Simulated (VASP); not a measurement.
Mo, 2 atoms in the cell. It takes space group P6_3/mmc (No. 194, hexagonal). The conventional cell has a = 2.757 Å, b = 2.757 Å, c = 4.897 Å, α = 90.00°, β = 90.00°, γ = 120.00°. Within 3.6 Å of Mo (site symmetry -6m2) lie 12 Mo at 2.76 to 2.92 Å. 

- Program: VASP 6.6.1
- Task: single point
- Functional: PBE
- Potentials or basis: VASP PAW PBE potentials, release 64 (Mo_sv)
- Cutoff: 520 eV
- k mesh: 17 × 17 × 9
- Occupations: fermi-dirac, width 0.05 eV
- Spin: non-collinear spin, zero start, spin-orbit coupling
- Starting moments: [[0.0, 0.0, 0.0], [0.0, 0.0, 0.0]] μB
- Dipole correction: no
- Further INCAR settings: ALGO = Normal; EDIFF = 1e-07; NBANDS = 40

Potentials or basis: VASP PAW PBE potentials, release 64 (Mo_sv).

Launch:

```bash
$ cat potpaw_PBE.64/Mo_sv/POTCAR > POTCAR
$ mpirun -np 1 vasp_ncl > vasp.out
```

Hardware: 1 thread of AMD EPYC 9R45 (Zen 5) (shared host).

**Question.** How long does it take, and how much memory?

**Answer.** Wall time 2.9 min on 1 thread of AMD EPYC 9R45 (Zen 5) (shared host), peak memory 0.39 GiB. Counts: scf iterations 13, k points 165.
